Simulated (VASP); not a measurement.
Wanted: the native input for a VASP 6.6.1 run.

| Quantity | Value |
| --- | --- |
| Task | relaxation of cell and atoms |
| Functional | RPBE |
| Dispersion | D4 |
| Potentials or basis | VASP PAW PBE potentials, release 64 (B, As_d) |
| Cutoff | 560 eV |
| k mesh | 12 × 8 × 6 |
| Occupations | fermi-dirac, width 0.05 eV |
| Spin | no spin polarisation |
| Dipole correction | no |
| Further INCAR settings | ALGO = Normal; EDIFF = 1e-07; IBRION = 2; EDIFFG = -0.01; NSW = 60; ISIF = 3 |

The structure of BAs lies in POSCAR:

```
BAs
1.0
    2.1275493300      0.0000000000      0.0000000000
    0.0000000000      3.1740629400      0.0000000000
    0.0000000000      0.0000000000      4.9509801800
B As
1 1
Direct
    0.0000000000      0.5000000000      0.0000000000
    0.5000000000      0.5000000000      0.5000000000
```

One way to write it, as run:

INCAR

```
PREC = Accurate
ENCUT = 560
EDIFF = 1E-7
ISMEAR = -1
SIGMA = 0.05
LREAL = F
LASPH = T
NELM = 120
ALGO = Normal
ISIF = 3
LWAVE = F
LCHARG = F
GGA = RP
IVDW = 13
IBRION = 2
NSW = 60
EDIFFG = -0.01
GGA_COMPAT = F
NELMIN = 4
```

KPOINTS

```
regular mesh
0
Gamma
  12 8 6
```

Potentials or basis: VASP PAW PBE potentials, release 64 (B, As_d).

Command:

```bash
$ cat potpaw_PBE.64/B/POTCAR potpaw_PBE.64/As_d/POTCAR > POTCAR
$ mpirun -np 1 vasp_std > vasp.out
```

It gave:

| Property | Result |
| --- | --- |
| Relaxed volume | 12.28 Å³/atom |
| Relaxed cell | a = 3.107 Å, b = 2.531 Å, c = 3.125 Å, α = 90.00°, β = 90.00°, γ = 90.00° |
| Space group after relaxing (to 0.1 Å) | P4/mmm (No. 123) |
| Energy gained by relaxing | 1240.7 meV/atom |
| Ionic steps | 29 |
| Pressure after relaxing | 0.1 GPa |
| Band gap on the k mesh | zero (bands 9 and 10 overlap by 5.32 eV) |
| Dispersion energy per atom | -0.901 eV |

Caveat: the volume moved by over 15 % at a fixed basis, so the end points are rough; the PAW data sets were made with another functional, which shifts forces and pressure a little.

Wall time 17 min on 1 thread of Intel(R) Xeon(R) Platinum 8259CL CPU @ 2.50GHz (Skylake/Cascade Lake) (shared host), peak memory 0.22 GiB.
